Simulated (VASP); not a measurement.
# Zn3O (Pm-3m) in VASP: further runs, part 2 of 2

VASP 6.6.1. The steps go on from the part before.

**6. Relaxation of cell and atoms, PBE**

This run uses another cell than the first one, of 13.45 Å³/atom.

INCAR

```
SYSTEM = Zn3O
  ALGO = Normal
  EDIFF = 1E-7
  EDIFFG = -0.01
  ENCUT = 600
  GGA = PE
  IBRION = 2
  ISIF = 3
  ISMEAR = 0
  LASPH = .True.
  LCHARG = .False.
  LREAL = .False.
  LWAVE = .False.
  NELM = 60
  NSW = 100
  PREC = Accurate
  SIGMA = 0.1
```

KPOINTS

```
k-points
0
Gamma
  12 12 12
  0 0 0
```

POSCAR

```
Zn3O
1.0
    3.7748946007      0.0000000000      0.0000000000
    0.0000000000      3.7748946007      0.0000000000
    0.0000000000      0.0000000000      3.7748946007
Zn O
3 1
Direct
    0.0000000000      0.5000000000      0.5000000000
    0.5000000000      0.0000000000      0.5000000000
    0.5000000000      0.5000000000      0.0000000000
    0.0000000000      0.0000000000      0.0000000000
```

Potentials or basis: VASP PAW PBE potentials, release 64 (Zn, O).

On the command line:

```
cat potpaw_PBE.64/Zn/POTCAR potpaw_PBE.64/O/POTCAR > POTCAR
mpirun -np 1 vasp_std > vasp.out
```

OUTCAR:

```text
SYSTEM = Zn3O
   EDIFF = 1E-7
   EDIFFG = -0.01
   ENCUT = 600
   GGA = PE
   IBRION = 2
   ISIF = 3
   ISMEAR = 0
   LASPH = .True.
   LREAL = .False.
   NELM = 60
   NSW = 100
   PREC = Accurate

 ion  position               nearest neighbor table
   1  0.000  0.500  0.500-   2 2.67   3 2.67   3 2.67   2 2.67   2 2.67   3 2.67   3 2.67   2 2.67

   2  0.500  0.000  0.500-   1 2.67   3 2.67   3 2.67   1 2.67   3 2.67   3 2.67   1 2.67   1 2.67

   3  0.500  0.500  0.000-   1 2.67   2 2.67   1 2.67   2 2.67   2 2.67   2 2.67   1 2.67   1 2.67

   4  0.000  0.000  0.000-

  LATTYP: Found a simple cubic cell.
 ALAT       =     3.7748946007

  Lattice vectors:

 A1 = (   3.7748946007,   0.0000000000,   0.0000000000)
 A2 = (   0.0000000000,   3.7748946007,   0.0000000000)
 A3 = (   0.0000000000,   0.0000000000,   3.7748946007)

Analysis of symmetry for initial positions (statically):
[... 219 lines left out ...]
  ---------------------------------------------------
  ext. energy  EPLUGINS =         0.00000000
  ---------------------------------------------------
  free energy    TOTEN  =        -8.12354865 eV

  energy without entropy =       -8.11643795  energy(sigma->0) =       -8.11999330

 E-fermi :   2.9813     XC(G=0): -11.5472

 val. band max:        2.9765129730   @ k =   0.5000   0.4167   0.4167
 cond. band min:       3.0058990891   @ k =   0.5000   0.5000   0.2500
 fundamental gap:      0.0293861161
 Fermi energy:         2.9813430413

 k-point     1 :       0.0000    0.0000    0.0000
  band No.  band energies     occupation
      1     -14.7338      2.00000
      2      -6.2047      2.00000
      3      -5.1450      2.00000
      4      -5.1450      2.00000
      5      -5.1450      2.00000
      6      -4.9101      2.00000
[... 661 lines left out ...]
     24       7.1553      0.00000
     25       9.5142      0.00000

 [... further k-points ...]
[... 5 lines left out ...]
  --------------------------------------------------------------------------------------
  -------------------------------------------------------------------------------------
  Total        0.0066872      0.0066872      0.0066872      0.0000000     -0.0000000     -0.0000000
  in kB        0.2000790      0.2000790      0.2000790      0.0000000     -0.0000000     -0.0000000
  external PRESSURE =       0.2000790 kB  Pullay stress =       0.0000000 kB

 VOLUME and BASIS-vectors are now :
 -----------------------------------------------------------------------------
  energy-cutoff  :      600.00
  volume of cell :       53.55
      direct lattice vectors                 reciprocal lattice vectors
     3.769223179  0.000000000 -0.000000000     0.265306657  0.000000000  0.000000000
    -0.000000000  3.769223179  0.000000000    -0.000000000  0.265306657 -0.000000000
    -0.000000000  0.000000000  3.769223179     0.000000000 -0.000000000  0.265306657

 POSITION                                       TOTAL-FORCE (eV/Angst)
 -----------------------------------------------------------------------------------
     -0.00000      1.88461      1.88461        -0.000000      0.000000      0.000000
      1.88461      0.00000      1.88461         0.000000      0.000000      0.000000
      1.88461      1.88461      0.00000         0.000000     -0.000000      0.000000
      0.00000      0.00000      0.00000         0.000000     -0.000000      0.000000
 -----------------------------------------------------------------------------------
    total drift:                                0.000000      0.000000     -0.000000

  FREE ENERGIE OF THE ION-ELECTRON SYSTEM (eV)
  ---------------------------------------------------
  free  energy   TOTEN  =        -8.1235486470 eV

  energy  without entropy=       -8.1164379495  energy(sigma->0) =       -8.11999330

 reached required accuracy - stopping structural energy minimisation
```

OSZICAR:

```text
N       E                     dE             d eps       ncg     rms          rms(c)
DAV:   1     0.269175817147E+03    0.26918E+03   -0.23307E+04  4232   0.282E+03
DAV:   2     0.118948744305E+02   -0.25728E+03   -0.25288E+03  4419   0.447E+02
DAV:   3    -0.102765252729E+02   -0.22171E+02   -0.21847E+02  4583   0.128E+02
[... 18 lines left out ...]
DAV:   4    -0.812372147990E+01    0.51294E-03   -0.25209E-03  4994   0.330E-01    0.887E-02
DAV:   5    -0.812354758576E+01    0.17389E-03   -0.18252E-04  4884   0.153E-01    0.531E-03
DAV:   6    -0.812354949343E+01   -0.19077E-05   -0.23824E-05  4250   0.386E-02    0.359E-03
DAV:   7    -0.812354892608E+01    0.56735E-06   -0.41427E-07  4069   0.923E-03    0.104E-03
DAV:   8    -0.812354864340E+01    0.28268E-06   -0.22391E-07  2603   0.513E-03    0.320E-04
DAV:   9    -0.812354864704E+01   -0.36453E-08   -0.13219E-08  2118   0.105E-03
   2 F= -.81235486E+01 E0= -.81199933E+01  d E =-.281797E-03
```

Run time: 5.1 min. Hardware: 1 thread of AMD EPYC 7R13, shared host; peak memory 0.23 GiB.

Results:

| Property | Result |
| --- | --- |
| Free energy | -8.1235 eV |
| Relaxed volume | 13.39 Å³/atom |
| Relaxed cell | a = 3.769 Å, b = 3.769 Å, c = 3.769 Å, α = 90.00°, β = 90.00°, γ = 90.00° |
| Space group after relaxing (to 0.1 Å) | Pm-3m (No. 221) |
| Energy gained by relaxing | 0.1 meV/atom |
| Ionic steps | 2 |
| Pressure after relaxing | 0.0 GPa |
| Band gap on the k mesh | zero (bands 21 and 22 overlap by 3.47 eV) |

The path:
```
step  energy change (eV)  largest force (eV/Å)  pressure (GPa)  volume (Å³)
   1              0.0000                0.0000           -0.37        53.79
   2             -0.0003                0.0000            0.02        53.55
```

Final structure:
```
Zn O
1.0
     3.76922    0.00000    0.00000
     0.00000    3.76922    0.00000
     0.00000    0.00000    3.76922
Zn O
3 1
Cartesian
  0.0000 1.8846 1.8846
  1.8846 0.0000 1.8846
  1.8846 1.8846 0.0000
  0.0000 0.0000 0.0000
```

**7. Summary**

```csv
task,cell,k mesh,cutoff (eV),gap on the mesh (eV),pressure (GPa),relaxed volume (Å³/atom)
single point,"a = 3.650 Å, 4 atoms",6 × 6 × 6,520,none,11.6,-
single point,"a = 3.775 Å, 4 atoms",6 × 6 × 6,520,none,0.2,-
relaxation of cell and atoms,"relaxed from a = 3.650 Å, 4 atoms",6 × 6 × 6,600,none,0.0,13.47
single point,"a = 3.768 Å, 4 atoms",12 × 12 × 12,520,none,0.2,-
relaxation of cell and atoms,"relaxed from a = 3.775 Å, 4 atoms",12 × 12 × 12,600,none,0.0,13.39
```

Alike in all rows: level PBE; potentials or basis VASP PAW PBE potentials, release 64 (Zn, O); no spin polarisation; smearing gaussian 0.1 eV.

Caveats: the cell stands under pressure (at least some runs).

Total energies depend on the potentials used, so only differences within one code and one set of settings carry meaning.

The gap in the log of VASP goes by the Fermi energy; the results here count the filled bands.